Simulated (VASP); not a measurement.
# TiO2 (C2/c) in VASP: further runs

Runs on TiO2. Level: r2SCAN. Tasks: single point.

Program: VASP 6.6.1. These are calculated values, not measurements. Logs are shortened: lines on timing, memory, paths and dates and some standing lists are left out, and cuts for length are marked.

### Step 1. The cell of the first run

The typed cell holds 6 atoms: a = 3.666 Å, b = 3.666 Å, c = 5.412 Å, α = 108.56°, β = 108.56°, γ = 93.54°.

### Step 2. Single point, r2SCAN (strain -0.0600 x Voigt [1, 0, 0, 0, 0, 0])

POSCAR

```
TiO2
1.0
    2.5108904378     -2.6712510909     -0.0201684190
    2.5108904378      2.6712510909     -0.0201684190
   -2.4772208906      0.0000000000      4.8120473783
Ti O
2 4
Direct
    0.1249747467      0.8750252533      0.2500000000
    0.8750252533      0.1249747467      0.7500000000
    0.3322819419      0.0822483592      0.6645446501
    0.6677180581      0.9177516408      0.3354553499
    0.9177516408      0.6677180581      0.8354553499
    0.0822483592      0.3322819419      0.1645446501
```

INCAR.step1

```
SYSTEM = TiO2
PREC = Accurate ; ENCUT = 520
ISMEAR = 0 ; SIGMA = 0.05
LREAL = .FALSE. ; LASPH = .TRUE.
NELM = 60 ; NBANDS = 33
GGA = PE ; ALGO = Normal
EDIFF = 1E-4 ; LWAVE = .TRUE.
LCHARG = .FALSE.
```

INCAR.step2

```
SYSTEM = TiO2
PREC = Accurate ; ENCUT = 520
EDIFF = 1E-6 ; ISMEAR = 0
SIGMA = 0.05 ; LREAL = .FALSE.
LASPH = .TRUE. ; NELM = 60
ALGO = Normal ; ISIF = 2
LWAVE = .FALSE. ; LCHARG = .FALSE.
METAGGA = R2SCAN ; LMIXTAU = .TRUE.
NBANDS = 33 ; ISTART = 1
```

KPOINTS

```
Automatic mesh
0
G
  6 6 6
  0 0 0
```

Potentials or basis: VASP PAW PBE potentials, release 64 (Ti_sv, O).

Command:

```
$ cat potpaw_PBE.64/Ti_sv/POTCAR potpaw_PBE.64/O/POTCAR > POTCAR
$ cp INCAR.step1 INCAR
$ mpirun -np 1 vasp_std > vasp.out
$ cp INCAR.step2 INCAR
$ mpirun -np 1 vasp_std > vasp.out
```

OUTCAR:

```text
SYSTEM = TiO2
   PREC = Accurate
   ENCUT = 520
   EDIFF = 1E-6
   ISMEAR = 0
   LREAL = .FALSE.
   LASPH = .TRUE.
   NELM = 60
   ISIF = 2
   METAGGA = R2SCAN
   ISTART = 1

 ion  position               nearest neighbor table
   1  0.125  0.875  0.250-   4 1.88   6 1.88   6 1.88   4 1.88   3 1.99   5 1.99
   2  0.875  0.125  0.750-   5 1.88   3 1.88   5 1.88   3 1.88   6 1.99   4 1.99
   3  0.332  0.082  0.665-   2 1.88   2 1.88   1 1.99
   4  0.668  0.918  0.335-   1 1.88   1 1.88   2 1.99
   5  0.918  0.668  0.835-   2 1.88   2 1.88   1 1.99
   6  0.082  0.332  0.165-   1 1.88   1 1.88   2 1.99

  Warning from LATTYP: Got some problem with cell dimensions!
  Tried to take original basis but could not verify dimensions!
  LATTYP: Found a base centered monoclinic cell.
 ALAT       =     5.0219428733
 B/A-ratio  =     1.0638317314
 C/A-ratio  =     1.0768288226
 COS(beta)  =    -0.4634349553

  Lattice vectors:

 A1 = (  -2.5108904378,   2.6712510909,   0.0201684190)
 A2 = (  -2.5108904378,  -2.6712510909,   0.0201684190)
 A3 = (   2.5445599850,   0.0000000000,   4.7717105403)

Analysis of symmetry for initial positions (statically):
=====================================================================
 Subroutine PRICEL returns:
 Original cell was already a primitive cell.

 Routine SETGRP: Setting up the symmetry group for a
 base centered monoclinic supercell.

 Subroutine GETGRP returns: Found  4 space group operations
 (whereof  2 operations were pure point group operations)
 out of a pool of  4 trial point group operations.

The static configuration has the point symmetry S_2 .
 The point group associated with its full space group is C_2h.

Analysis of symmetry for dynamics (positions and initial velocities):
=====================================================================
 Subroutine PRICEL returns:
 Original cell was already a primitive cell.

 Routine SETGRP: Setting up the symmetry group for a
 base centered monoclinic supercell.

 Subroutine GETGRP returns: Found  4 space group operations
 (whereof  2 operations were pure point group operations)
 out of a pool of  4 trial point group operations.

The dynamic configuration has the point symmetry S_2 .
 The point group associated with its full space group is C_2h.

 Subroutine INISYM returns: Found  4 space group operations
 (whereof  2 operations are pure point group operations),
 and found     1 'primitive' translations

----------------------------------------------------------------------------------------

                                     Primitive cell

  volume of cell :      64.2840

  direct lattice vectors                    reciprocal lattice vectors
     2.510890438 -2.671251091 -0.020168419     0.199959382 -0.187178211  0.102938213
     2.510890438  2.671251091 -0.020168419     0.199959382  0.187178211  0.102938213
    -2.477220891  0.000000000  4.812047378     0.001676153  0.000000000  0.208674629

  length of vectors
     3.666136924  3.666136924  5.412247529     0.292601628  0.292601628  0.208681361

  position of ions in fractional coordinates (direct lattice)
     0.124974747  0.875025253  0.250000000
     0.875025253  0.124974747  0.750000000
     0.332281942  0.082248359  0.664544650
     0.667718058  0.917751641  0.335455350
     0.917751641  0.667718058  0.835455350
     0.082248359  0.332281942  0.164544650

  ion indices of the primitive-cell ions
   primitive index   ion index
                 1           1
                 2           2
                 3           3
                 4           4
                 5           5
                 6           6

----------------------------------------------------------------------------------------

 KPOINTS: Automatic mesh

Automatic generation of k-mesh.
 Grid dimensions read from file:
 generate k-points for:    6    6    6

 Generating k-lattice:

  Cartesian coordinates                     Fractional coordinates (reciprocal lattice)
     0.033326564 -0.031196368  0.017156369     0.166666667 -0.000000000  0.000000000
     0.033326564  0.031196368  0.017156369    -0.000000000  0.166666667  0.000000000
     0.000279359  0.000000000  0.034779105     0.000000000  0.000000000  0.166666667

  Length of vectors
     0.048766938  0.048766938  0.034780227

  Shift w.r.t. Gamma in fractional coordinates (k-lattice)
     0.000000000  0.000000000  0.000000000

 Subroutine IBZKPT returns following result:
 ===========================================

 Found     68 irreducible k-points:

 Following reciprocal coordinates:
            Coordinates               Weight
  0.000000  0.000000  0.000000      1.000000
  0.166667  0.000000  0.000000      4.000000
  0.333333  0.000000  0.000000      4.000000
  0.500000  0.000000  0.000000      2.000000
  0.166667  0.166667  0.000000      2.000000
  0.333333  0.166667  0.000000      4.000000
[... 16 lines left out ...]
 -0.333333  0.166667  0.166667      4.000000
 -0.166667  0.166667  0.166667      4.000000
 [... further k-points ...]
   k-points           NKPTS =     68   k-points in BZ     NKDIM =     68   number of bands    NBANDS=     33
   number of dos      NEDOS =    301   number of ions     NIONS =      6
   total plane-waves  NPLWV =  31360
   dimension x,y,z NGX =    28 NGY =   28 NGZ =   40
   dimension x,y,z NGXF=    56 NGYF=   56 NGZF=   80
   ions per type =               2   4
   NGX,Y,Z   is equivalent  to a cutoff of  12.70, 12.70, 12.29 a.u.
   NGXF,Y,Z  is equivalent  to a cutoff of  25.39, 25.39, 24.57 a.u.
 SYSTEM =  TiO2
   PREC   = accura    normal or accurate (medium, high low for compatibility)
   ISTART =      1    job   : 0-new  1-cont  2-samecut
   ICHARG =      0    charge: 1-file 2-atom 10-const
   ISPIN  =      1    spin polarized calculation?
   LNONCOLLINEAR =      F non collinear calculations
   LSORBIT =      F    spin-orbit coupling
   LASPH  =      T    aspherical Exc in radial PAW
   ENCUT  =  520.0 eV  38.22 Ry    6.18 a.u.   6.82  6.82 10.06*2*pi/ulx,y,z
   NELM   =     60;   NELMIN=  2; NELMDL=  0     # of ELM steps
   EDIFF  = 0.1E-05   stopping-criterion for ELM
   LREAL  =      F    real-space projection
   EDIFFG = 0.1E-04   stopping-criterion for IOM
   NSW    =      0    number of steps for IOM
   IBRION =     -1    ionic relax: 0-MD 1-quasi-New 2-CG
   NFREE  =      0    steps in history (QN), initial steepest desc. (CG)
   ISIF   =      2    stress and relaxation
   ISYM   =      2    0-nonsym 1-usesym 2-fastsym
   POTIM  = 0.5000    time-step for ionic-motion
   TEBEG  =    0.0;   TEEND  =   0.0 temperature during run
   PSTRESS=    0.0 pullay stress
   NELECT =      48.0000    total number of electrons
   NUPDOWN=      -1.0000    fix difference up-down
   EMIN   =  10.00;   EMAX   =-10.00  energy-range for DOS
   EFERMI =   0.00;   METHOD = LEGACY
   ISMEAR =     0;   SIGMA  =   0.05  broadening in eV -4-tet -1-fermi 0-gaus
   EFERMI_NEDOS =   21; number of points for ismear=-14 and -15
   IALGO  =     38    algorithm
   IMIX   =      4    mixing-type and parameters
     AMIX     =   0.40;   BMIX     =  1.00
     AMIX_MAG =   1.60;   BMIX_MAG =  1.00
  volume/ion in A,a.u.               =      10.71        72.30
  Fermi-wavevector in a.u.,A,eV,Ry     =   1.485209  2.806638 30.012363  2.205846
  Thomas-Fermi vector in A             =   2.598650
   LORBIT       =      0    0 simple, 1 ext, 2 COOP (PROOUT), +10 PAW based schemes
   METAGGA = R2SCAN    functional components
   LHFCALC =     F    Hartree Fock is set to
   AEXX    =    0.0000 exact exchange contribution
   IVDW    =     0    specifies the selected vdW correction
   LEPSILON=     F    determine dielectric tensor
   LRPA    =     F    only Hartree local field effects (RPA)
 non-spin polarized calculation
 Gauss-broadening in eV      SIGMA  =   0.05
  energy-cutoff  :      520.00
  volume of cell :       64.28
 maximum number of plane-waves:      1747
   NGX = 13   NGY = 13   NGZ = 21

 number of electron      48.0000023 magnetization

 Free energy of the ion-electron system (eV)
  ---------------------------------------------------
  ext. energy  EPLUGINS =         0.00000000
  ---------------------------------------------------
  free energy    TOTEN  =       -69.53681387 eV

  energy without entropy =      -69.53681387  energy(sigma->0) =      -69.53681387

 E-fermi :   3.8739     XC(G=0): -11.7940

 val. band max:        3.6526979801   @ k =  -0.3333   0.3333   0.0000
 cond. band min:       6.3855743291   @ k =   0.0000   0.0000   0.0000
 fundamental gap:      2.7328763490
 Fermi energy:         3.8739414017

 k-point     1 :       0.0000    0.0000    0.0000
  band No.  band energies     occupation
      1     -54.6825      2.00000
      2     -54.6118      2.00000
      3     -30.1708      2.00000
      4     -29.9028      2.00000
      5     -29.8978      2.00000
      6     -29.8289      2.00000
[... 25 lines left out ...]
     32       9.7519      0.00000
     33      10.0455      0.00000

 k-point     2 :       0.1667    0.0000    0.0000
  band No.  band energies     occupation
      1     -54.6780      2.00000
      2     -54.6143      2.00000
      3     -30.1643      2.00000
      4     -29.9476      2.00000
      5     -29.9024      2.00000
      6     -29.8466      2.00000
[... 25 lines left out ...]
     32      10.3129      0.00000
     33      10.6087      0.00000
[... 754 lines left out ...]
     32      11.1058      0.00000
     33      11.4989      0.00000

 k-point    24 :      -0.1667    0.1667    0.1667
  band No.  band energies     occupation
      1     -54.6717      2.00000
      2     -54.6187      2.00000
      3     -30.1457      2.00000
      4     -29.9659      2.00000
      5     -29.9398      2.00000
      6     -29.8580      2.00000
[... 25 lines left out ...]
     32      10.8405      0.00000
     33      11.1063      0.00000

 [... further k-points ...]

------------------------ aborting loop because EDIFF is reached ----------------------------------------

  FORCE on cell =-STRESS in cart. coord.  units (eV):
  Direction    XX          YY          ZZ          XY          YZ          ZX
  --------------------------------------------------------------------------------------
  -------------------------------------------------------------------------------------
  Total        9.7391370      6.7564935      4.3639029      0.0000000      0.0000000      0.0028930
  in kB      242.7326728    168.3949750    108.7634159      0.0000000      0.0000000      0.0721037
  external PRESSURE =     173.2970213 kB  Pullay stress =       0.0000000 kB

 VOLUME and BASIS-vectors are now :
 -----------------------------------------------------------------------------
  energy-cutoff  :      520.00
  volume of cell :       64.28
      direct lattice vectors                 reciprocal lattice vectors
     2.510890438 -2.671251091 -0.020168419     0.199959382 -0.187178211  0.102938213
     2.510890438  2.671251091 -0.020168419     0.199959382  0.187178211  0.102938213
    -2.477220891  0.000000000  4.812047378     0.001676153  0.000000000  0.208674629

 POSITION                                       TOTAL-FORCE (eV/Angst)
 -----------------------------------------------------------------------------------
      1.89159      2.00357      1.18284        -0.000000      0.003783     -0.000000
      0.65297     -2.00357      3.58887         0.000000     -0.003783      0.000000
     -0.60538     -0.66790      3.18946        -0.001342     -0.003201     -0.123990
      3.14994      0.66790      1.58225         0.001342      0.003201      0.123990
      1.91133     -0.66790      3.98827         0.001342     -0.003201      0.123990
      0.63323      0.66790      0.78344        -0.001342      0.003201     -0.123990
 -----------------------------------------------------------------------------------
    total drift:                                0.000000     -0.000000     -0.000000

  FREE ENERGIE OF THE ION-ELECTRON SYSTEM (eV)
  ---------------------------------------------------
  free  energy   TOTEN  =       -69.5368138731 eV

  energy  without entropy=      -69.5368138731  energy(sigma->0) =      -69.53681387
```

It took 3.7 min on 1 thread of Intel Xeon 6975P-C (Granite Rapids), shared host; peak memory 0.26 GiB.

Results:

```
Free energy            : -69.5368 eV
Pressure               : 17.3 GPa
Largest force          : 0.124 eV/Å
Band gap on the k mesh : 2.73 eV (least direct gap 2.99 eV)
```

Forces in eV/Å, atoms in the order of the input:
```
Ti   0.000  0.004  0.000
Ti   0.000 -0.004  0.000
O   -0.001 -0.003 -0.124
O    0.001  0.003  0.124
O    0.001 -0.003  0.124
O   -0.001  0.003 -0.124
```

Stress tensor (GPa, compression positive):
```
24.27  0.00  0.01
 0.00 16.84  0.00
 0.01  0.00 10.88
```

Caveat: the cell differs from its parent crystal (strain -0.0600 x Voigt [1, 0, 0, 0, 0, 0]); the stress differs along the axes, from 11 to 24 GPa; the PAW data sets were made with another functional, which shifts forces and pressure a little. A k mesh can miss the band edges.

[end of part 1 of 2]
